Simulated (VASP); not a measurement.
# Si6C in VASP: further runs

Runs on Si6C. Level: PBE. Tasks: single point.

Program: VASP 6.6.1. These are calculated values, not measurements. Logs are shortened: lines on timing, memory, paths and dates and some standing lists are left out, and cuts for length are marked.

## 1. The cell of the first run

The cell holds a slab with vacuum, 7 atoms: a = 3.868 Å, b = 5.470 Å, c = 19.224 Å, α = 90.00°, β = 90.00°, γ = 90.00°.

## 2. Single point, PBE, collinear spin

File INCAR:

```
ALGO = Normal ; DIPOL = 0.5 0.5 0.331
EDIFF = 1E-6 ; ENCUT = 520
GGA = PE ; IDIPOL = 3
ISIF = 2 ; ISMEAR = 0
ISPIN = 2 ; LASPH = True
LCHARG = False ; LDIPOL = True
LORBIT = 11 ; LREAL = False
LWAVE = False ; MAGMOM = 0 0 0 0 0 0 2
NBANDS = 27 ; NELM = 150
PREC = Accurate ; SIGMA = 0.05
```

File KPOINTS:

```
k-points
0
Gamma
  7 5 1
```

File POSCAR:

```
Si6C
1.0
    3.8675355695      0.0000000000      0.0000000000
    0.0000000000      5.4695212554      0.0000000000
    0.0000000000      0.0000000000     19.2238421873
Si C
6 1
Direct
    0.5000000000      0.0000000000      0.2080749499
    0.0000000000      0.2500000000      0.2080749499
    0.0000000000      0.5024402184      0.3062861000
    0.5000000000      0.7475597816      0.3062861000
    0.5000000000      0.0098635014      0.4017845190
    0.0000000000      0.2401364986      0.4017845190
    0.8333333333      0.1765301681      0.4837071272
```

Potentials or basis: VASP PAW PBE potentials, release 64 (Si, C).

Run with:

```
$ cat potpaw_PBE.64/Si/POTCAR potpaw_PBE.64/C/POTCAR > POTCAR
$ mpirun -np 1 vasp_std > vasp.out
```

OUTCAR:

```text
EDIFF = 1E-6
   ENCUT = 520
   GGA = PE
   ISIF = 2
   ISMEAR = 0
   ISPIN = 2
   LASPH = True
   LORBIT = 11
   LREAL = False
   NELM = 150
   PREC = Accurate

 ion  position               nearest neighbor table
   1  0.500  0.000  0.208-   4 2.34   2 2.37   2 2.37
   2  0.000  0.250  0.208-   3 2.34   1 2.37   1 2.37
   3  0.000  0.502  0.306-   6 2.33   2 2.34   4 2.35   4 2.35
   4  0.500  0.748  0.306-   5 2.33   1 2.34   3 2.35   3 2.35
   5  0.500  0.010  0.402-   7 2.23   6 2.31   6 2.31   4 2.33
   6  0.000  0.240  0.402-   7 1.74   5 2.31   5 2.31   3 2.33
   7  0.833  0.177  0.484-   6 1.74   5 2.23

  LATTYP: Found a simple orthorhombic cell.
 ALAT       =     3.8675355695
 B/A-ratio  =     1.4142135624
 C/A-ratio  =     4.9705663573

  Lattice vectors:

 A1 = (   3.8675355695,   0.0000000000,   0.0000000000)
 A2 = (   0.0000000000,   5.4695212554,   0.0000000000)
 A3 = (   0.0000000000,   0.0000000000,  19.2238421873)

Analysis of symmetry for initial positions (statically):
=====================================================================
 Subroutine PRICEL returns:
 Original cell was already a primitive cell.

 Routine SETGRP: Setting up the symmetry group for a
 simple orthorhombic supercell.

 Subroutine GETGRP returns: Found  1 space group operations
 (whereof  1 operations were pure point group operations)
 out of a pool of  8 trial point group operations.

The static configuration has the point symmetry C_1 .

Analysis of symmetry for dynamics (positions and initial velocities):
=====================================================================
 Subroutine PRICEL returns:
 Original cell was already a primitive cell.

 Routine SETGRP: Setting up the symmetry group for a
 simple orthorhombic supercell.

 Subroutine GETGRP returns: Found  1 space group operations
 (whereof  1 operations were pure point group operations)
 out of a pool of  8 trial point group operations.

The dynamic configuration has the point symmetry C_1 .

Analysis of structural, dynamic, and magnetic symmetry:
=====================================================================
 Subroutine PRICEL returns:
 Original cell was already a primitive cell.

[... 149 lines left out ...]
 number of electron      27.9999998 magnetization       0.2807558

 dipolmoment           0.000000      0.000000      0.175864 electrons x Angstroem

 Free energy of the ion-electron system (eV)
  ---------------------------------------------------
  ext. energy  EPLUGINS =         0.00000000
  ---------------------------------------------------
  free energy    TOTEN  =       -33.42288712 eV

  energy without entropy =      -33.41835625  energy(sigma->0) =      -33.42062169

 E-fermi :  -1.9683     XC(G=0):  -3.9113

 val. band max:       -2.0030844602   @ k =   0.4286   0.0000   0.0000
 cond. band min:      -1.9653305007   @ k =   0.1429  -0.4000   0.0000
 fundamental gap:      0.0377539595
 Fermi energy:        -1.9683406230

 spin component 1

 k-point     1 :       0.0000    0.0000    0.0000
  band No.  band energies     occupation
      1     -14.5232      1.00000
      2     -12.8355      1.00000
      3     -10.6761      1.00000
      4      -9.2918      1.00000
      5      -8.8315      1.00000
      6      -6.7479      1.00000
[... 511 lines left out ...]
     25       4.0086      0.00000
     26       4.2124      0.00000
 Fermi energy:        -1.9683406230

 spin component 2

 k-point     1 :       0.0000    0.0000    0.0000
  band No.  band energies     occupation
      1     -14.2959      1.00000
      2     -12.7851      1.00000
      3     -10.6850      1.00000
      4      -9.2648      1.00000
      5      -8.6740      1.00000
      6      -6.7729      1.00000
[... 511 lines left out ...]
     25       4.0462      0.00000
     26       4.2641      0.00000
 [bands above 26 left out]

------------------------ aborting loop because EDIFF is reached ----------------------------------------

 vacuum level on the upper side and lower side of the slab       (xc-potential included)         0.572        -0.885

  FORCE on cell =-STRESS in cart. coord.  units (eV):
  Direction    XX          YY          ZZ          XY          YZ          ZX
  --------------------------------------------------------------------------------------
  -------------------------------------------------------------------------------------
  Total        2.0168735      0.9395757     -0.2119711      0.5637452     -2.8657222     -3.5521251
  in kB        7.9463084      3.7018478     -0.8351479      2.2211076    -11.2906996    -13.9950680
  external PRESSURE =       3.6043361 kB  Pullay stress =       0.0000000 kB

 VOLUME and BASIS-vectors are now :
 -----------------------------------------------------------------------------
  energy-cutoff  :      520.00
  volume of cell :      406.65
      direct lattice vectors                 reciprocal lattice vectors
     3.867535570  0.000000000  0.000000000     0.258562586  0.000000000  0.000000000
     0.000000000  5.469521255  0.000000000     0.000000000  0.182831358  0.000000000
     0.000000000  0.000000000 19.223842187     0.000000000  0.000000000  0.052018737

 POSITION                                       TOTAL-FORCE (eV/Angst)
 -----------------------------------------------------------------------------------
      1.93377      0.00000      4.00000        -0.142167      0.686334      0.101856
      0.00000      1.36738      4.00000         0.149740     -0.603908      0.146820
      0.00000      2.74811      5.88800         0.071483      0.387782     -0.445790
      1.93377      4.08879      5.88800        -0.009685     -0.224982      0.072703
      1.93377      0.05395      7.72384         0.149343      0.165687      1.526789
      0.00000      1.31343      7.72384         1.946774      1.023999     -1.426960
      3.22295      0.96554      9.29871        -2.165488     -1.434912      0.024582
 -----------------------------------------------------------------------------------
    total drift:                                0.000027      0.000005     -0.000101

  FREE ENERGIE OF THE ION-ELECTRON SYSTEM (eV)
  ---------------------------------------------------
  free  energy   TOTEN  =       -33.4228871230 eV

  energy  without entropy=      -33.4183562531  energy(sigma->0) =      -33.42062169

 vacuum level on the upper side and lower side of the slab         4.270         2.781

 total charge

# of ion       s       p       d       tot
------------------------------------------
    1        0.802   0.829   0.000   1.631
    2        0.794   0.837   0.000   1.631
    3        0.775   0.905   0.000   1.680
    4        0.768   0.903   0.000   1.671
    5        0.785   0.848   0.000   1.633
    6        0.787   0.979   0.000   1.766
    7        0.986   1.215   0.000   2.201
--------------------------------------------------
tot          5.697   6.516   0.000  12.214

 magnetization (x)

# of ion       s       p       d       tot
------------------------------------------
    1        0.004   0.025   0.000   0.030
    2       -0.017  -0.099   0.000  -0.116
    3        0.004   0.009   0.000   0.012
    4       -0.002  -0.007   0.000  -0.008
    5        0.005   0.008   0.000   0.013
    6       -0.001  -0.005   0.000  -0.007
    7        0.013   0.216   0.000   0.229
--------------------------------------------------
tot          0.006   0.147   0.000   0.153
```

OSZICAR:

```text
N       E                     dE             d eps       ncg     rms          rms(c)
DAV:   1     0.126041756880E+03    0.12604E+03   -0.87481E+03  1944   0.741E+02
DAV:   2    -0.196535353842E+02   -0.14570E+03   -0.14014E+03  2919   0.138E+02
DAV:   3    -0.343448079638E+02   -0.14691E+02   -0.14183E+02  2414   0.412E+01
[... 29 lines left out ...]
DAV:  33    -0.334228797325E+02   -0.68555E-05   -0.65690E-07  1948   0.231E-03    0.486E-04
DAV:  34    -0.334228831768E+02   -0.34443E-05   -0.40052E-07  1794   0.170E-03    0.317E-04
DAV:  35    -0.334228845477E+02   -0.13710E-05   -0.11110E-07  1914   0.100E-03    0.189E-04
DAV:  36    -0.334228862503E+02   -0.17026E-05   -0.52159E-08  1852   0.683E-04    0.125E-04
DAV:  37    -0.334228871230E+02   -0.87264E-06   -0.41363E-08  1837   0.548E-04
   1 F= -.33422887E+02 E0= -.33420622E+02  d E =-.453087E-02  mag=     0.2808
```

Run time: 10 min. Hardware: 1 thread of Intel Xeon Platinum 8488C (Sapphire Rapids), shared host; peak memory 0.75 GiB.

Results:

```yaml
Free_energy: -33.4229 eV
Largest_force: 2.622 eV/Å
Net_moment: 0.28 μB per cell
Site_moments: Si +0.03, -0.12, +0.01, -0.01 (each value once); C +0.23 μB
Valence_electrons_inside_the_program's_atomic_spheres: Si 1.63, 1.68, 1.67, 1.77 (each value once); C 2.20
```

Forces in eV/Å, atoms in the order of the input:
```
Si  -0.142  0.686  0.102
Si   0.150 -0.604  0.147
Si   0.071  0.388 -0.446
Si  -0.010 -0.225  0.073
Si   0.149  0.166  1.527
Si   1.947  1.024 -1.427
C   -2.165 -1.435  0.025
```

Caveat: a moment this small can come from the mesh or the smearing.

(Continued in part 2 of 2.)
